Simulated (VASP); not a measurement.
# TaN (P6_3mc) in VASP: notebook

The runs below take TaN through single point, with PBE.

All numbers are computed with VASP 6.6.1; they aren't measurements. Logs are shortened: lines on timing, memory, paths and dates and some standing lists are left out, and cuts for length are marked.

### Step 1. The cell of the first run

It takes space group P6_3mc (No. 186, hexagonal). Conventional cell: a = 3.050 Å, b = 3.050 Å, c = 5.039 Å, α = 90.00°, β = 90.00°, γ = 120.00°. Within 2.5 Å of Ta (site symmetry 3m) lie 4 N at 1.85 to 1.94 Å. Within 2.5 Å of N (site symmetry 3m) lie 4 Ta at 1.85 to 1.94 Å.

### Step 2. Single point, PBE (zz strain of +2 %)

Contents of INCAR:

```
SYSTEM = TaN
PREC = Accurate ; ENCUT = 600
EDIFF = 1E-6 ; ISMEAR = -1
SIGMA = 0.01 ; LREAL = .FALSE.
LASPH = .TRUE. ; NELM = 120
ALGO = Normal ; ISIF = 2
LWAVE = .FALSE. ; LCHARG = .FALSE.
GGA = PE ; NBANDS = 24
GGA_COMPAT = .FALSE.
```

Contents of KPOINTS:

```
regular mesh
0
G
  9 9 5
  0 0 0
```

Contents of POSCAR:

```
TaN
1.0
    3.0500010905      0.0000000000      0.0000000000
   -1.5250005453      2.6413784260      0.0000000000
    0.0000000000      0.0000000000      5.0388000000
Ta N
2 2
Direct
    0.3333333333      0.6666666667      0.0000000000
    0.6666666667      0.3333333333      0.5000000000
    0.3333333333      0.6666666667      0.3850000000
    0.6666666667      0.3333333333      0.8850000000
```

Potentials or basis: VASP PAW PBE potentials, release 64 (Ta_pv, N).

Launch:

```console
cat potpaw_PBE.64/Ta_pv/POTCAR potpaw_PBE.64/N/POTCAR > POTCAR
mpirun -np 1 vasp_std > vasp.out
```

OUTCAR:

```text
SYSTEM = TaN
   PREC = Accurate
   ENCUT = 600
   EDIFF = 1E-6
   ISMEAR = -1
   LREAL = .FALSE.
   LASPH = .TRUE.
   NELM = 120
   ISIF = 2
   GGA = PE

 ion  position               nearest neighbor table
   1  0.333  0.667  0.000-   4 1.85   4 1.85   4 1.85   3 1.94   2 3.07   2 3.07   2 3.07   2 3.07
                             2 3.07   2 3.07
   2  0.667  0.333  0.500-   3 1.85   3 1.85   3 1.85   4 1.94   1 3.07   1 3.07   1 3.07   1 3.07
                             1 3.07   1 3.07
   3  0.333  0.667  0.385-   2 1.85   2 1.85   2 1.85   1 1.94
   4  0.667  0.333  0.885-   1 1.85   1 1.85   1 1.85   2 1.94

  LATTYP: Found a hexagonal cell.
 ALAT       =     3.0500010905
 C/A-ratio  =     1.6520649831

  Lattice vectors:

 A1 = (   3.0500010905,   0.0000000000,   0.0000000000)
 A2 = (  -1.5250005453,   2.6413784260,   0.0000000000)
 A3 = (   0.0000000000,   0.0000000000,   5.0388000000)

Analysis of symmetry for initial positions (statically):
=====================================================================
 Subroutine PRICEL returns:
 Original cell was already a primitive cell.

 Routine SETGRP: Setting up the symmetry group for a
 hexagonal supercell.

 Subroutine GETGRP returns: Found 12 space group operations
 (whereof  6 operations were pure point group operations)
 out of a pool of 24 trial point group operations.

The static configuration has the point symmetry C_3v.
 The point group associated with its full space group is C_6v.

Analysis of symmetry for dynamics (positions and initial velocities):
=====================================================================
 Subroutine PRICEL returns:
 Original cell was already a primitive cell.

 Routine SETGRP: Setting up the symmetry group for a
 hexagonal supercell.

 Subroutine GETGRP returns: Found 12 space group operations
 (whereof  6 operations were pure point group operations)
 out of a pool of 24 trial point group operations.

The dynamic configuration has the point symmetry C_3v.
 The point group associated with its full space group is C_6v.

 Subroutine INISYM returns: Found 12 space group operations
 (whereof  6 operations are pure point group operations),
 and found     1 'primitive' translations

----------------------------------------------------------------------------------------

                                     Primitive cell

  volume of cell :      40.5936

  direct lattice vectors                    reciprocal lattice vectors
     3.050001090  0.000000000  0.000000000     0.327868735  0.189295103  0.000000000
    -1.525000545  2.641378426  0.000000000     0.000000000  0.378590205  0.000000000
     0.000000000  0.000000000  5.038800000     0.000000000  0.000000000  0.198459951

  length of vectors
     3.050001090  3.050001091  5.038800000     0.378590205  0.378590205  0.198459951

  position of ions in fractional coordinates (direct lattice)
     0.333333333  0.666666667  0.000000000
     0.666666667  0.333333333  0.500000000
     0.333333333  0.666666667  0.385000000
     0.666666667  0.333333333  0.885000000

  ion indices of the primitive-cell ions
   primitive index   ion index
                 1           1
                 2           2
                 3           3
                 4           4

----------------------------------------------------------------------------------------

 KPOINTS: regular mesh

Automatic generation of k-mesh.
 Grid dimensions read from file:
 generate k-points for:    9    9    5

 Generating k-lattice:

  Cartesian coordinates                     Fractional coordinates (reciprocal lattice)
     0.036429859  0.021032789  0.000000000     0.111111111  0.000000000  0.000000000
     0.000000000  0.042065578  0.000000000     0.000000000  0.111111111  0.000000000
     0.000000000  0.000000000  0.039691990     0.000000000  0.000000000  0.200000000

  Length of vectors
     0.042065578  0.042065578  0.039691990

  Shift w.r.t. Gamma in fractional coordinates (k-lattice)
     0.000000000  0.000000000  0.000000000

 Subroutine IBZKPT returns following result:
 ===========================================

 Found     36 irreducible k-points:

 Following reciprocal coordinates:
            Coordinates               Weight
  0.000000  0.000000  0.000000      1.000000
  0.111111 -0.000000  0.000000      6.000000
  0.222222 -0.000000  0.000000      6.000000
  0.333333 -0.000000  0.000000      6.000000
  0.444444 -0.000000  0.000000      6.000000
  0.111111  0.111111  0.000000      6.000000
[... 16 lines left out ...]
  0.333333  0.222222  0.200000     24.000000
  0.333333  0.333333  0.200000      4.000000
 [... further k-points ...]
   k-points           NKPTS =     36   k-points in BZ     NKDIM =     36   number of bands    NBANDS=     24
   number of dos      NEDOS =    301   number of ions     NIONS =      4
   total plane-waves  NPLWV =  23040
   dimension x,y,z NGX =    24 NGY =   24 NGZ =   40
   dimension x,y,z NGXF=    48 NGYF=   48 NGZF=   80
   ions per type =               2   2
   NGX,Y,Z   is equivalent  to a cutoff of  13.08, 13.08, 13.20 a.u.
   NGXF,Y,Z  is equivalent  to a cutoff of  26.16, 26.16, 26.39 a.u.
 SYSTEM =  TaN
   PREC   = accura    normal or accurate (medium, high low for compatibility)
   ISTART =      0    job   : 0-new  1-cont  2-samecut
   ICHARG =      2    charge: 1-file 2-atom 10-const
   ISPIN  =      1    spin polarized calculation?
   LNONCOLLINEAR =      F non collinear calculations
   LSORBIT =      F    spin-orbit coupling
   LASPH  =      T    aspherical Exc in radial PAW
   ENCUT  =  600.0 eV  44.10 Ry    6.64 a.u.   6.09  6.09 10.06*2*pi/ulx,y,z
   NELM   =    120;   NELMIN=  2; NELMDL= -5     # of ELM steps
   EDIFF  = 0.1E-05   stopping-criterion for ELM
   LREAL  =      F    real-space projection
   EDIFFG = 0.1E-04   stopping-criterion for IOM
   NSW    =      0    number of steps for IOM
   IBRION =     -1    ionic relax: 0-MD 1-quasi-New 2-CG
   NFREE  =      0    steps in history (QN), initial steepest desc. (CG)
   ISIF   =      2    stress and relaxation
   ISYM   =      2    0-nonsym 1-usesym 2-fastsym
   POTIM  = 0.5000    time-step for ionic-motion
   TEBEG  =    0.0;   TEEND  =   0.0 temperature during run
   PSTRESS=    0.0 pullay stress
   NELECT =      32.0000    total number of electrons
   NUPDOWN=      -1.0000    fix difference up-down
   EMIN   =  10.00;   EMAX   =-10.00  energy-range for DOS
   EFERMI =   0.00;   METHOD = LEGACY
   ISMEAR =    -1;   SIGMA  =   0.01  broadening in eV -4-tet -1-fermi 0-gaus
   EFERMI_NEDOS =   21; number of points for ismear=-14 and -15
   IALGO  =     38    algorithm
   IMIX   =      4    mixing-type and parameters
     AMIX     =   0.40;   BMIX     =  1.00
     AMIX_MAG =   1.60;   BMIX_MAG =  1.00
  volume/ion in A,a.u.               =      10.15        68.48
  Fermi-wavevector in a.u.,A,eV,Ry     =   1.512303  2.857839 31.117359  2.287061
  Thomas-Fermi vector in A             =   2.622246
   LORBIT       =      0    0 simple, 1 ext, 2 COOP (PROOUT), +10 PAW based schemes
   GGA     = PE    functional components
   LHFCALC =     F    Hartree Fock is set to
   AEXX    =    0.0000 exact exchange contribution
   IVDW    =     0    specifies the selected vdW correction
   LEPSILON=     F    determine dielectric tensor
   LRPA    =     F    only Hartree local field effects (RPA)
 non-spin polarized calculation
  energy-cutoff  :      600.00
  volume of cell :       40.59
 maximum number of plane-waves:      1386
   NGX = 13   NGY = 13   NGZ = 21

 number of electron      32.0000001 magnetization

 Free energy of the ion-electron system (eV)
  ---------------------------------------------------
  ext. energy  EPLUGINS =         0.00000000
  ---------------------------------------------------
  free energy    TOTEN  =       -38.23189680 eV

  energy without entropy =      -38.23106770  energy(sigma->0) =      -38.23148225

 E-fermi :   9.6016     XC(G=0): -13.4336

 val. band max:        9.5938630568   @ k =   0.3333  -0.0000   0.2000
 cond. band min:       9.6247864063   @ k =   0.1111   0.1111   0.4000
 fundamental gap:      0.0309233495
 Fermi energy:         9.6016403950

 k-point     1 :       0.0000    0.0000    0.0000
  band No.  band energies     occupation
      1     -26.4506      2.00000
      2     -25.4676      2.00000
      3     -25.4676      2.00000
      4     -25.3070      2.00000
      5     -25.3070      2.00000
      6     -25.2416      2.00000
[... 16 lines left out ...]
     23      16.1003      0.00000
     24      16.1003      0.00000

 k-point     2 :       0.1111   -0.0000    0.0000
  band No.  band energies     occupation
      1     -26.4105      2.00000
      2     -25.5915      2.00000
      3     -25.5026      2.00000
      4     -25.4472      2.00000
      5     -25.3285      2.00000
      6     -25.2578      2.00000
[... 16 lines left out ...]
     23      16.1374      0.00000
     24      16.6089      0.00000

 k-point     3 :       0.2222   -0.0000    0.0000
  band No.  band energies     occupation
      1     -26.3141      2.00000
      2     -25.8838      2.00000
      3     -25.7771      2.00000
      4     -25.5879      2.00000
      5     -25.3844      2.00000
      6     -25.3090      2.00000
[... 16 lines left out ...]
     23      16.6216      0.00000
     24      17.9383      0.00000

 k-point     4 :       0.3333   -0.0000    0.0000
  band No.  band energies     occupation
      1     -26.3449      2.00000
      2     -26.1494      2.00000
      3     -26.0044      2.00000
      4     -25.6807      2.00000
      5     -25.4494      2.00000
      6     -25.3948      2.00000
[... 16 lines left out ...]
     23      16.3057      0.00000
     24      17.7495      0.00000

 k-point     5 :       0.4444   -0.0000    0.0000
  band No.  band energies     occupation
      1     -26.5190      2.00000
      2     -26.3513      2.00000
      3     -25.9095      2.00000
      4     -25.7394      2.00000
      5     -25.4923      2.00000
      6     -25.4884      2.00000
[... 16 lines left out ...]
     23      15.4617      0.00000
     24      16.3365      0.00000

 k-point     6 :       0.1111    0.1111    0.0000
  band No.  band energies     occupation
      1     -26.3405      2.00000
      2     -25.7755      2.00000
      3     -25.7046      2.00000
      4     -25.5483      2.00000
      5     -25.3845      2.00000
      6     -25.2917      2.00000
[... 16 lines left out ...]
     23      16.6992      0.00000
     24      17.9948      0.00000
[... 379 lines left out ...]
 k-point    21 :       0.4444    0.1111    0.2000
  band No.  band energies     occupation
      1     -26.5410      2.00000
      2     -26.4124      2.00000
      3     -25.8413      2.00000
      4     -25.7329      2.00000
      5     -25.6083      2.00000
      6     -25.4970      2.00000
[... 16 lines left out ...]
     23      15.3780      0.00000
     24      16.4931      0.00000

 k-point    22 :       0.2222    0.2222    0.2000
  band No.  band energies     occupation
      1     -26.3679      2.00000
      2     -26.2740      2.00000
      3     -25.8278      2.00000
      4     -25.8243      2.00000
      5     -25.6344      2.00000
      6     -25.4421      2.00000
[... 16 lines left out ...]
     23      17.0396      0.00000
     24      17.8085      0.00000

 k-point    23 :       0.3333    0.2222    0.2000
  band No.  band energies     occupation
      1     -26.4322      2.00000
      2     -26.3566      2.00000
      3     -25.9752      2.00000
      4     -25.7628      2.00000
      5     -25.7009      2.00000
      6     -25.5170      2.00000
[... 16 lines left out ...]
     23      16.6888      0.00000
     24      17.1700      0.00000

 k-point    24 :       0.3333    0.3333    0.2000
  band No.  band energies     occupation
      1     -26.3530      2.00000
      2     -26.3530      2.00000
      3     -26.1089      2.00000
      4     -25.8544      2.00000
      5     -25.6076      2.00000
      6     -25.6076      2.00000
[... 16 lines left out ...]
     23      17.1264      0.00000
     24      17.1264      0.00000

 [... further k-points ...]

------------------------ aborting loop because EDIFF is reached ----------------------------------------

  FORCE on cell =-STRESS in cart. coord.  units (eV):
  Direction    XX          YY          ZZ          XY          YZ          ZX
  --------------------------------------------------------------------------------------
  -------------------------------------------------------------------------------------
  Total       35.0919668     35.0919668     26.6898127     -0.0000000      0.0000000      0.0000000
  in kB     1385.0343688   1385.0343688   1053.4122559     -0.0000000      0.0000000      0.0000000
  external PRESSURE =    1274.4936645 kB  Pullay stress =       0.0000000 kB

 VOLUME and BASIS-vectors are now :
 -----------------------------------------------------------------------------
  energy-cutoff  :      600.00
  volume of cell :       40.59
      direct lattice vectors                 reciprocal lattice vectors
     3.050001090  0.000000000  0.000000000     0.327868735  0.189295103  0.000000000
    -1.525000545  2.641378426  0.000000000     0.000000000  0.378590205  0.000000000
     0.000000000  0.000000000  5.038800000     0.000000000  0.000000000  0.198459951

 POSITION                                       TOTAL-FORCE (eV/Angst)
 -----------------------------------------------------------------------------------
     -0.00000      1.76092      0.00000        -0.000000      0.000000      3.333434
      1.52500      0.88046      2.51940         0.000000     -0.000000      3.333434
     -0.00000      1.76092      1.93994         0.000000      0.000000     -3.333434
      1.52500      0.88046      4.45934         0.000000     -0.000000     -3.333434
 -----------------------------------------------------------------------------------
    total drift:                                0.000000      0.000000      0.002209

  FREE ENERGIE OF THE ION-ELECTRON SYSTEM (eV)
  ---------------------------------------------------
  free  energy   TOTEN  =       -38.2318968037 eV

  energy  without entropy=      -38.2310677000  energy(sigma->0) =      -38.23148225
```

Run time: 44 s. Hardware: 1 thread of AMD EPYC 7R13, shared host; peak memory 0.15 GiB.

Results:

```yaml
Free_energy: -38.2319 eV
Pressure: 127.4 GPa
Largest_force: 3.333 eV/Å
Band_gap_on_the_k_mesh: zero (band 16 reaches 10.17 eV, above the bottom of band 17 at 7.94 eV)
```

Forces in eV/Å, atoms in the order of the input:
```
Ta   0.000  0.000  3.333
Ta   0.000  0.000  3.333
N    0.000  0.000 -3.333
N    0.000  0.000 -3.333
```

Levels at points of the mesh, in eV from the Fermi level:
| k point | band 14 | band 15 | band 16 | band 17 | band 18 | band 19 |
| --- | --- | --- | --- | --- | --- | --- |
| (0.00, 0.00, 0.00) | -7.72 | -0.70 | -0.70 | -0.44 | 2.17 | 2.59 |

Caveat: the cell differs from its parent crystal (zz strain of +2 %); spin-orbit coupling is left out, which moves the levels of the heavy elements; forces of over 1 eV/Å act on the atoms, so gaps and moduli don't describe the material at rest.

### Step 3. Single point, PBE (zz strain of -2 %)

Contents of INCAR:

```
SYSTEM = TaN
PREC     = Accurate       ! precision mode
ENCUT    = 600            ! plane-wave cutoff, eV
EDIFF    = 1E-6           ! SCF threshold, eV
ISMEAR   = -1             ! smearing method
SIGMA    = 0.01           ! smearing width, eV
LREAL    = .False.        ! projectors in reciprocal space
LASPH    = .True.         ! aspherical terms in the spheres
NELM     = 120            ! most SCF steps
ALGO     = Normal         ! electronic algorithm
ISIF     = 2              ! what is computed and relaxed
LWAVE    = .False.        ! write WAVECAR
LCHARG   = .False.        ! write CHGCAR
GGA      = PE             ! functional
NBANDS   = 24             ! bands
GGA_COMPAT= .False.
```

Contents of KPOINTS:

```
regular mesh
0
Gamma
  9 9 5
  0 0 0
```

POSCAR, as its differences from that of step 2:

```diff
@@ -4,3 +4,3 @@
    -1.5250005453      2.6413784260      0.0000000000
-    0.0000000000      0.0000000000      5.0388000000
+    0.0000000000      0.0000000000      4.8412000000
 Ta N
```

Potentials or basis: VASP PAW PBE potentials, release 64 (Ta_pv, N).

Launch:

```console
cat potpaw_PBE.64/Ta_pv/POTCAR potpaw_PBE.64/N/POTCAR > POTCAR
mpirun -np 1 vasp_std > vasp.out
```

Run time: 49 s. Hardware: 1 thread of Intel Xeon 8259CL, shared host; peak memory 0.18 GiB.

Results (log left out):

```
Free energy            : -36.9994 eV
Pressure               : 154.7 GPa
Largest force          : 1.200 eV/Å
Band gap on the k mesh : zero (band 16 reaches 10.54 eV, above the bottom of band 17 at 8.35 eV)
```

Forces in eV/Å, atoms in the order of the input:
```
Ta   0.000  0.000  1.200
Ta   0.000  0.000  1.200
N    0.000  0.000 -1.200
N    0.000  0.000 -1.200
```

Stress tensor (GPa, compression positive):
```
160.02   0.00   0.00
  0.00 160.02   0.00
  0.00   0.00 144.17
```

Levels at points of the mesh, in eV from the Fermi level:
```tsv
k point	band 12	band 13	band 14	band 15	band 16	band 17	band 18	band 19	band 20	band 21
(0.00, 0.00, 0.00)	-7.95	-7.95	-7.39	-0.99	-0.99	-0.29	2.11	2.72	2.72	4.58
```

Caveat: the cell differs from its parent crystal (zz strain of -2 %); spin-orbit coupling is left out, which moves the levels of the heavy elements; forces of over 1 eV/Å act on the atoms, so gaps and moduli don't describe the material at rest.

### Step 4. Single point, PBE (zz strain of +1 %)

Contents of INCAR:

```
PREC     = Accurate       # precision mode
ENCUT    = 600            # plane-wave cutoff, eV
EDIFF    = 1E-6           # SCF threshold, eV
ISMEAR   = -1             # smearing method
SIGMA    = 0.01           # smearing width, eV
LREAL    = False          # projectors in reciprocal space
LASPH    = True           # aspherical terms in the spheres
NELM     = 120            # most SCF steps
ALGO     = Normal         # electronic algorithm
ISIF     = 2              # what is computed and relaxed
LWAVE    = False          # write WAVECAR
LCHARG   = False          # write CHGCAR
GGA      = PE             # functional
NBANDS   = 24             # bands
GGA_COMPAT= False
```

Contents of KPOINTS:

```
regular mesh
0
Gamma
  9 9 5
```

POSCAR, as its differences from that of step 3:

```diff
@@ -4,3 +4,3 @@
    -1.5250005453      2.6413784260      0.0000000000
-    0.0000000000      0.0000000000      4.8412000000
+    0.0000000000      0.0000000000      4.9894000000
 Ta N
```

Launch:

```console
cat potpaw_PBE.64/Ta_pv/POTCAR potpaw_PBE.64/N/POTCAR > POTCAR
mpirun -np 1 vasp_std > vasp.out
```

Wall time 49 s (1 thread of Intel Xeon 8259CL, shared host); peak memory 0.18 GiB.

It converged, with:

```
Free energy            : -37.9592 eV
Pressure               : 133.7 GPa
Largest force          : 2.848 eV/Å
Band gap on the k mesh : zero (band 16 reaches 10.26 eV, above the bottom of band 17 at 8.04 eV)
```

Forces in eV/Å, atoms in the order of the input:
```
Ta   0.000  0.000  2.848
Ta   0.000  0.000  2.848
N    0.000  0.000 -2.848
N    0.000  0.000 -2.848
```

Stress tensor (GPa, compression positive):
```
143.57   0.00   0.00
  0.00 143.57   0.00
  0.00   0.00 113.85
```

Levels at points of the mesh, in eV from the Fermi level:
```tsv
k point	band 12	band 13	band 14	band 15	band 16	band 17	band 18	band 19	band 20	band 21
(0.00, 0.00, 0.00)	-7.90	-7.90	-7.67	-0.79	-0.79	-0.42	2.13	2.61	2.61	4.52
```

Caveat: the cell differs from its parent crystal (zz strain of +1 %); spin-orbit coupling is left out, which moves the levels of the heavy elements; forces of over 1 eV/Å act on the atoms, so gaps and moduli don't describe the material at rest.

### Step 5. Overview

```tsv
cell	gap on the mesh (eV)	pressure (GPa)	largest force (eV/Å)
a = 3.050, b = 3.050, c = 5.039 Å, angles 90.0, 90.0, 120.0°, 4 atoms	none	127.4	3.33
a = 3.050, b = 3.050, c = 4.841 Å, angles 90.0, 90.0, 120.0°, 4 atoms	none	154.7	1.20
a = 3.050, b = 3.050, c = 4.989 Å, angles 90.0, 90.0, 120.0°, 4 atoms	none	133.7	2.85
```

Alike in all rows: task single point; level PBE; potentials or basis VASP PAW PBE potentials, release 64 (Ta_pv, N); no spin polarisation; k mesh 9 × 9 × 5; cutoff (eV) 600; smearing fermi-dirac 0.01 eV.

Caveats: spin-orbit coupling is left out, which moves the levels of the heavy elements; forces of over 1 eV/Å act on the atoms, so gaps and moduli don't describe the material at rest.

Total energies depend on the potentials used, so only differences within one code and one set of settings carry meaning.
